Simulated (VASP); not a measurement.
# Au (Fm-3m) in VASP: further runs

Au is run at these levels: PBE; tasks: single point.

Everything below comes from runs of VASP 6.6.1. Logs are shortened: lines on timing, memory, paths and dates and some standing lists are left out, and cuts for length are marked.

### 1 The cell of the first run

Symmetry: Fm-3m, No. 225, cubic system. Conventional cell: a = 4.157 Å, b = 4.157 Å, c = 4.157 Å, α = 90.00°, β = 90.00°, γ = 90.00°. Within 3.9 Å of Au (site symmetry m-3m) lie 12 Au at 2.94 Å.

### 2 Single point, PBE

INCAR

```
SYSTEM = Au
PREC = Accurate ; ENCUT = 520
EDIFF = 1E-6 ; ISMEAR = 1
SIGMA = 1.0 ; LREAL = .False.
LASPH = .True. ; NELM = 60
ALGO = Normal ; ISIF = 2
LWAVE = .False. ; LCHARG = .False.
GGA = PE ; NBANDS = 12
```

KPOINTS

```
Automatic mesh
0
Gamma
  13 13 13
  0 0 0
```

POSCAR

```
Au
1.0
    0.0000000000      2.0782552709      2.0782552709
    2.0782552709      0.0000000000      2.0782552709
    2.0782552709      2.0782552709      0.0000000000
Au
1
Direct
    0.0000000000      0.0000000000      0.0000000000
```

Potentials or basis: VASP PAW PBE potentials, release 64 (Au).

On the command line:

```console
$ cat potpaw_PBE.64/Au/POTCAR > POTCAR
$ mpirun -np 1 vasp_std > vasp.out
```

OUTCAR:

```text
SYSTEM = Au
   PREC = Accurate
   ENCUT = 520
   EDIFF = 1E-6
   ISMEAR = 1
   LREAL = .False.
   LASPH = .True.
   NELM = 60
   ISIF = 2
   GGA = PE

 ion  position               nearest neighbor table
   1  0.000  0.000  0.000-

  LATTYP: Found a face centered cubic cell.
 ALAT       =     4.1565105418

  Lattice vectors:

 A1 = (   0.0000000000,   2.0782552709,   2.0782552709)
 A2 = (   2.0782552709,   0.0000000000,   2.0782552709)
 A3 = (   2.0782552709,   2.0782552709,   0.0000000000)

Analysis of symmetry for initial positions (statically):
=====================================================================
 Subroutine PRICEL returns:
 Original cell was already a primitive cell.

 Routine SETGRP: Setting up the symmetry group for a
 face centered cubic supercell.

 Subroutine GETGRP returns: Found 48 space group operations
 (whereof 48 operations were pure point group operations)
 out of a pool of 48 trial point group operations.

The static configuration has the point symmetry O_h .

Analysis of symmetry for dynamics (positions and initial velocities):
=====================================================================
 Subroutine PRICEL returns:
 Original cell was already a primitive cell.

 Routine SETGRP: Setting up the symmetry group for a
 face centered cubic supercell.

 Subroutine GETGRP returns: Found 48 space group operations
 (whereof 48 operations were pure point group operations)
 out of a pool of 48 trial point group operations.

The dynamic configuration has the point symmetry O_h .

 Subroutine INISYM returns: Found 48 space group operations
 (whereof 48 operations are pure point group operations),
 and found     1 'primitive' translations

----------------------------------------------------------------------------------------

                                     Primitive cell

  volume of cell :      17.9526

  direct lattice vectors                    reciprocal lattice vectors
     0.000000000  2.078255271  2.078255271    -0.240586422  0.240586422  0.240586422
     2.078255271  0.000000000  2.078255271     0.240586422 -0.240586422  0.240586422
     2.078255271  2.078255271  0.000000000     0.240586422  0.240586422 -0.240586422

  length of vectors
     2.939096790  2.939096790  2.939096790     0.416707907  0.416707907  0.416707907

  position of ions in fractional coordinates (direct lattice)
     0.000000000  0.000000000  0.000000000

  ion indices of the primitive-cell ions
   primitive index   ion index
[... 76 lines left out ...]
   NSW    =      0    number of steps for IOM
   IBRION =     -1    ionic relax: 0-MD 1-quasi-New 2-CG
   NFREE  =      0    steps in history (QN), initial steepest desc. (CG)
   ISIF   =      2    stress and relaxation
   ISYM   =      2    0-nonsym 1-usesym 2-fastsym
   POTIM  = 0.5000    time-step for ionic-motion
   TEBEG  =    0.0;   TEEND  =   0.0 temperature during run
   PSTRESS=    0.0 pullay stress
   NELECT =      11.0000    total number of electrons
   NUPDOWN=      -1.0000    fix difference up-down
   EMIN   =  10.00;   EMAX   =-10.00  energy-range for DOS
   EFERMI =   0.00;   METHOD = LEGACY
   ISMEAR =     1;   SIGMA  =   1.00  broadening in eV -4-tet -1-fermi 0-gaus
   EFERMI_NEDOS =   21; number of points for ismear=-14 and -15
   IALGO  =     38    algorithm
   IMIX   =      4    mixing-type and parameters
     AMIX     =   0.40;   BMIX     =  1.00
     AMIX_MAG =   1.60;   BMIX_MAG =  1.00
  volume/ion in A,a.u.               =      17.95       121.15
  Fermi-wavevector in a.u.,A,eV,Ry     =   1.390476  2.627619 26.305825  1.933424
  Thomas-Fermi vector in A             =   2.514407
   LORBIT       =      0    0 simple, 1 ext, 2 COOP (PROOUT), +10 PAW based schemes
   GGA     = PE    functional components
   LHFCALC =     F    Hartree Fock is set to
   AEXX    =    0.0000 exact exchange contribution
   IVDW    =     0    specifies the selected vdW correction
   LEPSILON=     F    determine dielectric tensor
   LRPA    =     F    only Hartree local field effects (RPA)
 non-spin polarized calculation
 Methfessel and Paxton  Order N= 1 SIGMA  =   1.00
  energy-cutoff  :      520.00
  volume of cell :       17.95
 maximum number of plane-waves:       531
 NGX is ok and might be reduce to    24
   NGX = 11   NGY = 11   NGZ = 11

 number of electron      11.0000002 magnetization

 Free energy of the ion-electron system (eV)
  ---------------------------------------------------
  ext. energy  EPLUGINS =         0.00000000
  ---------------------------------------------------
  free energy    TOTEN  =        -3.21749010 eV

  energy without entropy =       -3.24692962  energy(sigma->0) =       -3.22730328

 E-fermi :   8.6068     XC(G=0): -12.4048

 val. band max:        8.5890529609   @ k =   0.4615   0.2308   0.0000
 cond. band min:       8.6718878235   @ k =  -0.4615   0.0769   0.0000
 fundamental gap:      0.0828348626
 Fermi energy:         8.6067935455

 k-point     1 :       0.0000    0.0000    0.0000
  band No.  band energies     occupation
      1      -0.6867      2.00000
      2       4.2157      2.00000
      3       4.2157      2.00000
      4       4.2157      2.00000
      5       5.5972      2.00018
      6       5.5972      2.00018
      7      23.2105     -0.00000
      8      26.9099     -0.00000
      9      26.9099     -0.00000
     10      26.9099     -0.00000
     11      31.6505      0.00000
     12      35.7461      0.00000
[... 331 lines left out ...]
 k-point    24 :       0.4615    0.1538    0.0000
  band No.  band energies     occupation
      1       2.2765      2.00000
      2       3.9389      2.00000
      3       4.6868      2.00000
      4       4.6950      2.00000
      5       6.7262      2.02306
      6       8.3283      1.45173
      7      13.6519     -0.00000
      8      22.5946     -0.00000
      9      23.5610     -0.00000
     10      24.4632     -0.00000
     11      33.0663      0.00000
     12      33.7771      0.00000

 [... further k-points ...]
[... 5 lines left out ...]
  --------------------------------------------------------------------------------------
  -------------------------------------------------------------------------------------
  Total       -0.0250350     -0.0250350     -0.0250350      0.0000000      0.0000000      0.0000000
  in kB       -2.2342501     -2.2342501     -2.2342501      0.0000000      0.0000000      0.0000000
  external PRESSURE =      -2.2342501 kB  Pullay stress =       0.0000000 kB

 VOLUME and BASIS-vectors are now :
 -----------------------------------------------------------------------------
  energy-cutoff  :      520.00
  volume of cell :       17.95
      direct lattice vectors                 reciprocal lattice vectors
     0.000000000  2.078255271  2.078255271    -0.240586422  0.240586422  0.240586422
     2.078255271  0.000000000  2.078255271     0.240586422 -0.240586422  0.240586422
     2.078255271  2.078255271  0.000000000     0.240586422  0.240586422 -0.240586422

 POSITION                                       TOTAL-FORCE (eV/Angst)
 -----------------------------------------------------------------------------------
      0.00000      0.00000      0.00000         0.000000     -0.000000     -0.000000
 -----------------------------------------------------------------------------------
    total drift:                               -0.000000     -0.000000     -0.000000

  FREE ENERGIE OF THE ION-ELECTRON SYSTEM (eV)
  ---------------------------------------------------
  free  energy   TOTEN  =        -3.2174901037 eV

  energy  without entropy=       -3.2469296213  energy(sigma->0) =       -3.22730328
```

OSZICAR:

```text
N       E                     dE             d eps       ncg     rms          rms(c)
DAV:   1     0.495478503105E+02    0.49548E+02   -0.55675E+03  2112   0.814E+02
DAV:   2    -0.278675701111E+01   -0.52335E+02   -0.49820E+02  2376   0.186E+02
DAV:   3    -0.346975541788E+01   -0.68300E+00   -0.68244E+00  2424   0.205E+01
DAV:   4    -0.347216258585E+01   -0.24072E-02   -0.24071E-02  2440   0.140E+00
DAV:   5    -0.347218095081E+01   -0.18365E-04   -0.18366E-04  2448   0.117E-01    0.790E+00
DAV:   6    -0.323500877885E+01    0.23717E+00   -0.67631E-01  2180   0.652E+00    0.518E+00
DAV:   7    -0.321929871231E+01    0.15710E-01   -0.56446E-02  2380   0.191E+00    0.261E+00
DAV:   8    -0.321749714195E+01    0.18016E-02   -0.11502E-03  2220   0.283E-01    0.239E-01
DAV:   9    -0.321748430611E+01    0.12836E-04   -0.71108E-06  2456   0.227E-02    0.154E-02
DAV:  10    -0.321749018132E+01   -0.58752E-05   -0.30920E-06  2356   0.173E-02    0.257E-03
DAV:  11    -0.321749010374E+01    0.77587E-07   -0.70618E-08  1304   0.206E-03
   1 F= -.32174901E+01 E0= -.32273033E+01  d E =0.294395E-01
```

Run time: 9.4 s. Hardware: 1 thread of AMD EPYC 9R45 (Zen 5), shared host; peak memory 0.12 GiB.

Results:

| Item | Value |
| --- | --- |
| Free energy | -3.2175 eV |
| Pressure | -0.2 GPa |

Levels at points of the mesh, in eV from the Fermi level:
```
           k point  band 3  band 4  band 5  band 6  band 7  band 8  band 9  band 10
(0.00, 0.00, 0.00)   -4.39   -4.39   -3.01   -3.01   14.60   18.30   18.30    18.30
```

Caveat: spin-orbit coupling is left out, which moves the levels of the heavy elements.

### 3 Single point, PBE

INCAR

```
SYSTEM = Au
ALGO = Normal
EDIFF = 1E-7
ENCUT = 520
GGA = PE
ISIF = 2
ISMEAR = 1
LASPH = .TRUE.
LCHARG = .TRUE.
LELF = .TRUE.
LREAL = .FALSE.
LVHAR = .TRUE.
LWAVE = .FALSE.
NBANDS = 12
NELM = 80
PREC = Accurate
SIGMA = 0.01
```

KPOINTS

```
k-points
0
G
  13 13 13
  0 0 0
```

POSCAR is that of step 2.

Potentials or basis: VASP PAW PBE potentials, release 64 (Au).

On the command line:

```console
$ cat potpaw_PBE.64/Au/POTCAR > POTCAR
$ mpirun -np 1 vasp_std > vasp.out
```

It took 9.7 s on 1 thread of AMD EPYC 9R45 (Zen 5), shared host; peak memory 0.12 GiB.

Results (log left out):

| Quantity | Value |
| --- | --- |
| Free energy | -3.2214 eV |
| Pressure | -0.4 GPa |

Levels at points of the mesh, in eV from the Fermi level:
```csv
k point,band 2,band 3,band 4,band 5,band 6,band 7,band 8,band 9,band 10,band 11
"(0.00, 0.00, 0.00)",-4.49,-4.49,-4.49,-3.11,-3.11,14.52,18.22,18.22,18.22,22.96
```

Caveat: spin-orbit coupling is left out, which moves the levels of the heavy elements.

### 4 Single point, PBE

INCAR

```
SYSTEM = Au
ALGO = Normal ; EDIFF = 1E-7
ENCUT = 520 ; GGA = PE
ISIF = 2 ; ISMEAR = 1
LASPH = .True. ; LCHARG = .False.
LREAL = .False. ; LWAVE = .False.
NBANDS = 12 ; NELM = 60
PREC = Accurate ; SIGMA = 0.03
```

KPOINTS

```
k-points
0
Gamma
  13 13 13
  0 0 0
```

POSCAR is that of step 3.

On the command line:

```console
$ cat potpaw_PBE.64/Au/POTCAR > POTCAR
$ mpirun -np 1 vasp_std > vasp.out
```

It took 9.3 s on 1 thread of AMD EPYC 9R45 (Zen 5), shared host; peak memory 0.12 GiB.

The run converged. Its results:

```
Free energy : -3.2214 eV
Pressure    : -0.4 GPa
```

Levels at points of the mesh, in eV from the Fermi level:
| k point | band 2 | band 3 | band 4 | band 5 | band 6 | band 7 | band 8 | band 9 | band 10 | band 11 |
| --- | --- | --- | --- | --- | --- | --- | --- | --- | --- | --- |
| (0.00, 0.00, 0.00) | -4.50 | -4.50 | -4.50 | -3.12 | -3.12 | 14.50 | 18.20 | 18.20 | 18.20 | 22.95 |

Caveat: spin-orbit coupling is left out, which moves the levels of the heavy elements.

### 5 Single point, PBE

INCAR

```
ALGO = Normal
EDIFF = 1E-6
ENCUT = 520
GGA = PE
ISIF = 2
ISMEAR = 1
LASPH = True
LCHARG = False
LREAL = False
LWAVE = False
NBANDS = 12
NELM = 80
PREC = Accurate
SIGMA = 0.2
```

KPOINTS

```
k-points
0
Gamma
  13 13 13
```

POSCAR is that of step 4.

On the command line:

```console
$ cat potpaw_PBE.64/Au/POTCAR > POTCAR
$ mpirun -np 1 vasp_std > vasp.out
```

Run time: 9.6 s. Hardware: 1 thread of AMD EPYC 9R45 (Zen 5), shared host; peak memory 0.12 GiB.

The run converged. Its results:

| Quantity | Value |
| --- | --- |
| Free energy | -3.2214 eV |
| Pressure | -0.4 GPa |

Levels at points of the mesh, in eV from the Fermi level:
| k point | band 4 | band 5 | band 6 | band 7 | band 8 | band 9 |
| --- | --- | --- | --- | --- | --- | --- |
| (0.00, 0.00, 0.00) | -4.55 | -3.17 | -3.17 | 14.46 | 18.16 | 18.16 |

Caveat: spin-orbit coupling is left out, which moves the levels of the heavy elements.

### 6 The runs side by side

| smearing | gap on the mesh (eV) | pressure (GPa) |
| --- | --- | --- |
| methfessel-paxton 1 eV | none | -0.2 |
| methfessel-paxton 0.01 eV | none | -0.4 |
| methfessel-paxton 0.03 eV | none | -0.4 |
| methfessel-paxton 0.2 eV | none | -0.4 |

Alike in all rows: task single point; level PBE; potentials or basis VASP PAW PBE potentials, release 64 (Au); no spin polarisation; cell as given; k mesh 13 × 13 × 13; cutoff (eV) 520.

Every run on the cell as given and a fine mesh finds a metal.

Caveats: spin-orbit coupling is left out, which moves the levels of the heavy elements.

Absolute energies hang on the potentials; compare differences alone.
